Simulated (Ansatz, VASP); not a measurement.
One calculation of Br, two programs

```
Br
1.0
    -1.42349    1.42349    3.57752
     1.42349   -1.42349    3.57752
     1.42349    1.42349   -3.57752
Br
1
Cartesian
  0.0000 0.0000 0.0000
```

Alike in both runs: task relaxation of cell and atoms; functional PBE; dispersion D3(BJ); k mesh 13 × 13 × 13; occupations fermi-dirac, width 0.05 eV; no spin polarisation.

```csv
,VASP,Ansatz
version,VASP 6.6.1,Ansatz 0.2.0
potentials or method,"VASP PAW PBE potentials, release 64 (Br)",Ansatz PAW
plane-wave cutoff (eV),500,420
valence electrons in the cell,7,7
```

```csv
,VASP,Ansatz,Ansatz less VASP
"gap on the k mesh at the Fermi level, each at its own relaxed structure (eV)",none,none,-
relaxed volume (Å³/atom),28.91,28.91,-0.001
relaxed cell length with the largest relative difference (Å),4.103,4.102,-0.0008
```

A gap of «none» marks a metal or a gap that the smearing closes.

Noted on Ansatz's run: the plane-wave basis is chosen anew once the cell has moved, so the energies of steps on either side of that aren't comparable.
